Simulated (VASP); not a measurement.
# Ti (Fm-3m) in VASP: notebook

Ti is run at these levels: PBE; tasks: single point.

Everything below comes from runs of VASP 6.6.1. Logs are shortened: lines on timing, memory, paths and dates and some standing lists are left out, and cuts for length are marked.

## Step 1: The cell of the first run

Symmetry: Fm-3m, No. 225, cubic system. The conventional cell has a = 3.985 Å, b = 3.985 Å, c = 3.985 Å, α = 90.00°, β = 90.00°, γ = 90.00°. Within 3.7 Å of Ti (site symmetry m-3m) lie 12 Ti at 2.82 Å.

This isn't the form of Ti at room conditions, which is hcp.

## Step 2: Single point, PBE

INCAR

```
SYSTEM = Ti
ALGO = Normal
EDIFF = 1E-6
ENCUT = 500
GGA = PE
GGA_COMPAT = .False.
ISIF = 2
ISMEAR = 0
ISYM = 0
LASPH = .True.
LCHARG = .False.
LREAL = .False.
LWAVE = .False.
NBANDS = 12
NELM = 120
PREC = Accurate
SIGMA = 0.1
```

KPOINTS

```
Automatic mesh
0
Gamma
  18 18 18
  0.5 0.5 0.5
```

POSCAR

```
Ti
1.0
    0.0000000000      1.9923881151      1.9923881151
    1.9923881151      0.0000000000      1.9923881151
    1.9923881151      1.9923881151      0.0000000000
Ti
1
Direct
    0.0000000000      0.0000000000      0.0000000000
```

Potentials or basis: VASP PAW PBE potentials, release 64 (Ti_sv).

Run with:

```bash
cat potpaw_PBE.64/Ti_sv/POTCAR > POTCAR
mpirun -np 1 vasp_std > vasp.out
```

OUTCAR:

```text
SYSTEM = Ti
   EDIFF = 1E-6
   ENCUT = 500
   GGA = PE
   ISIF = 2
   ISMEAR = 0
   ISYM = 0
   LASPH = .True.
   LREAL = .False.
   NELM = 120
   PREC = Accurate

 ion  position               nearest neighbor table
   1  0.000  0.000  0.000-

IMPORTANT INFORMATION: All symmetrisations will be switched off!
NOSYMM: (Re-)initialisation of all symmetry stuff for point group C_1.

----------------------------------------------------------------------------------------

                                     Primitive cell

  volume of cell :      15.8180

  direct lattice vectors                    reciprocal lattice vectors
     0.000000000  1.992388115  1.992388115    -0.250955121  0.250955121  0.250955121
     1.992388115  0.000000000  1.992388115     0.250955121 -0.250955121  0.250955121
     1.992388115  1.992388115  0.000000000     0.250955121  0.250955121 -0.250955121

  length of vectors
     2.817662294  2.817662294  2.817662294     0.434667020  0.434667020  0.434667020

  position of ions in fractional coordinates (direct lattice)
     0.000000000  0.000000000  0.000000000

  ion indices of the primitive-cell ions
   primitive index   ion index
                 1           1

----------------------------------------------------------------------------------------

 KPOINTS: Automatic mesh

Automatic generation of k-mesh.
 Grid dimensions read from file:
 generate k-points for:   18   18   18

 Generating k-lattice:

  Cartesian coordinates                     Fractional coordinates (reciprocal lattice)
    -0.013941951  0.013941951  0.013941951     0.055555556  0.000000000  0.000000000
     0.013941951 -0.013941951  0.013941951     0.000000000  0.055555556  0.000000000
     0.013941951  0.013941951 -0.013941951     0.000000000  0.000000000  0.055555556

  Length of vectors
     0.024148168  0.024148168  0.024148168

  Shift w.r.t. Gamma in fractional coordinates (k-lattice)
     0.500000000  0.500000000  0.500000000

 Subroutine IBZKPT returns following result:
 ===========================================

 Found  11664 irreducible k-points:

 Following reciprocal coordinates:
            Coordinates               Weight
  0.027778  0.027778  0.027778      2.000000
  0.027778  0.000000  0.000000      2.000000
  0.000000  0.000000 -0.027778      2.000000
  0.000000  0.027778  0.000000      2.000000
  0.083333  0.027778  0.027778      2.000000
  0.027778  0.083333  0.027778      2.000000
[... 44 lines left out ...]
   ISYM   =      0    0-nonsym 1-usesym 2-fastsym
   POTIM  = 0.5000    time-step for ionic-motion
   TEBEG  =    0.0;   TEEND  =   0.0 temperature during run
   PSTRESS=    0.0 pullay stress
   NELECT =      12.0000    total number of electrons
   NUPDOWN=      -1.0000    fix difference up-down
   EMIN   =  10.00;   EMAX   =-10.00  energy-range for DOS
   EFERMI =   0.00;   METHOD = LEGACY
   ISMEAR =     0;   SIGMA  =   0.10  broadening in eV -4-tet -1-fermi 0-gaus
   EFERMI_NEDOS =   21; number of points for ismear=-14 and -15
   IALGO  =     38    algorithm
   IMIX   =      4    mixing-type and parameters
     AMIX     =   0.40;   BMIX     =  1.00
     AMIX_MAG =   1.60;   BMIX_MAG =  1.00
  volume/ion in A,a.u.               =      15.82       106.75
  Fermi-wavevector in a.u.,A,eV,Ry     =   1.493085  2.821522 30.331521  2.229304
  Thomas-Fermi vector in A             =   2.605531
   LORBIT       =      0    0 simple, 1 ext, 2 COOP (PROOUT), +10 PAW based schemes
   GGA     = PE    functional components
   LHFCALC =     F    Hartree Fock is set to
   AEXX    =    0.0000 exact exchange contribution
   IVDW    =     0    specifies the selected vdW correction
   LEPSILON=     F    determine dielectric tensor
   LRPA    =     F    only Hartree local field effects (RPA)
 non-spin polarized calculation
 Gauss-broadening in eV      SIGMA  =   0.10
  energy-cutoff  :      500.00
  volume of cell :       15.82
 maximum number of plane-waves:       411
 NGX is ok and might be reduce to    24
   NGX = 11   NGY = 11   NGZ = 11

 number of electron      11.9999998 magnetization

 Free energy of the ion-electron system (eV)
  ---------------------------------------------------
  ext. energy  EPLUGINS =         0.00000000
  ---------------------------------------------------
  free energy    TOTEN  =        -7.73043273 eV

  energy without entropy =       -7.72271868  energy(sigma->0) =       -7.72657571

 E-fermi :   9.2556     XC(G=0): -11.9456

 val. band max:        9.2547143948   @ k =  -0.3333  -0.3056  -0.3333
 cond. band min:       9.2601068070   @ k =   0.4167   0.2778  -0.4444
 fundamental gap:      0.0053924122
 Fermi energy:         9.2555992148

 k-point     1 :       0.0278    0.0278    0.0278
  band No.  band energies     occupation
      1     -47.3052      2.00000
      2     -23.0475      2.00000
      3     -23.0412      2.00000
      4     -23.0412      2.00000
      5       2.9726      2.00000
      6      10.1629      0.00000
      7      10.1915      0.00000
      8      10.1915      0.00000
      9      12.0255      0.00000
     10      12.0255      0.00000
     11      25.0495      0.00000
     12      29.7143      0.00000
[... 331 lines left out ...]
 k-point    24 :       0.1111    0.0000   -0.0278
  band No.  band energies     occupation
      1     -47.2814      2.00000
      2     -23.1712      2.00000
      3     -23.0639      2.00000
      4     -23.0521      2.00000
      5       3.4710      2.00000
      6       9.8587      0.00000
      7      10.3576      0.00000
      8      10.3651      0.00000
      9      11.8521      0.00000
     10      12.0003      0.00000
     11      25.4350      0.00000
     12      27.2881      0.00000

 [... further k-points ...]

------------------------ aborting loop because EDIFF is reached ----------------------------------------

  FORCE on cell =-STRESS in cart. coord.  units (eV):
  Direction    XX          YY          ZZ          XY          YZ          ZX
  --------------------------------------------------------------------------------------
  -------------------------------------------------------------------------------------
  Total        1.1260874      1.1260864      1.1260864      0.0000041      0.0000037      0.0000035
  in kB      114.0593403    114.0592386    114.0592359      0.0004187      0.0003723      0.0003500
  external PRESSURE =     114.0592716 kB  Pullay stress =       0.0000000 kB

 VOLUME and BASIS-vectors are now :
 -----------------------------------------------------------------------------
  energy-cutoff  :      500.00
  volume of cell :       15.82
      direct lattice vectors                 reciprocal lattice vectors
     0.000000000  1.992388115  1.992388115    -0.250955121  0.250955121  0.250955121
     1.992388115  0.000000000  1.992388115     0.250955121 -0.250955121  0.250955121
     1.992388115  1.992388115  0.000000000     0.250955121  0.250955121 -0.250955121

 POSITION                                       TOTAL-FORCE (eV/Angst)
 -----------------------------------------------------------------------------------
      0.00000      0.00000      0.00000         0.000000     -0.000000     -0.000000
 -----------------------------------------------------------------------------------
    total drift:                                0.000000     -0.000000     -0.000000

  FREE ENERGIE OF THE ION-ELECTRON SYSTEM (eV)
  ---------------------------------------------------
  free  energy   TOTEN  =        -7.7304327343 eV

  energy  without entropy=       -7.7227186844  energy(sigma->0) =       -7.72657571
```

stdout:

```text
POSCAR found type information on POSCAR Ti
 POSCAR found :  1 types and       1 ions
 scaLAPACK will be used
 LDA part: xc-table for (Slater+PW92), standard interpolation
 POSCAR, INCAR and KPOINTS ok, starting setup
 FFT: planning ... GRIDC
 FFT: planning ... GRID_SOFT
 FFT: planning ... GRID
 WAVECAR not read
 entering main loop
```

Wall time 38 min (1 thread of Intel Xeon 8259CL, shared host); peak memory 1.9 GiB.

What came out:

```
Free energy            : -7.7304 eV
Pressure               : 11.4 GPa
Band gap on the k mesh : zero (bands 6 and 7 overlap by 1.35 eV)
```

Caveat: the cell stands under pressure.

## Step 3: Single point, PBE

This run uses another cell than the first one, of 17.38 Å³/atom.

INCAR

```
SYSTEM = Ti
  ALGO = Normal
  EDIFF = 1E-6
  ENCUT = 520
  GGA = PE
  ISIF = 2
  ISMEAR = 0
  ISYM = 0
  LASPH = .True.
  LCHARG = .False.
  LREAL = .False.
  LWAVE = .False.
  NBANDS = 12
  NELM = 80
  PREC = Accurate
  SIGMA = 0.1
```

KPOINTS

```
k-points
0
Gamma
  12 12 17
  0 0 0
```

POSCAR

```
Ti
1.0
    2.9076478655      0.0000000000      0.0000000000
    0.0000000000      2.9076478655      0.0000000000
    1.4538239327      1.4538239327      2.0560175230
Ti
1
Direct
    0.0000000000      0.0000000000      0.0000000000
```

Potentials or basis: VASP PAW PBE potentials, release 64 (Ti_sv).

Run with:

```bash
cat potpaw_PBE.64/Ti_sv/POTCAR > POTCAR
mpirun -np 1 vasp_std > vasp.out
```

Run time: 4.2 min. Hardware: 1 thread of Intel Xeon 8259CL, shared host; peak memory 0.35 GiB.

The run converged. Its results:

- Free energy: -7.7818 eV
- Pressure: -0.2 GPa
- Band gap on the k mesh: zero (bands 6 and 7 overlap by 1.32 eV)

Levels at points of the mesh, in eV from the Fermi level:
```tsv
k point	band 4	band 5	band 6	band 7	band 8	band 9
(0.00, 0.00, 0.00)	-32.58	-6.10	0.87	0.87	0.87	2.50
(0.50, 0.00, 0.00)	-32.66	-2.59	0.63	0.76	0.76	3.56
(0.00, 0.50, 0.00)	-32.66	-2.59	0.63	0.76	0.76	3.56
(0.50, 0.50, 0.00)	-32.81	-2.57	-1.71	2.83	3.56	3.83
```
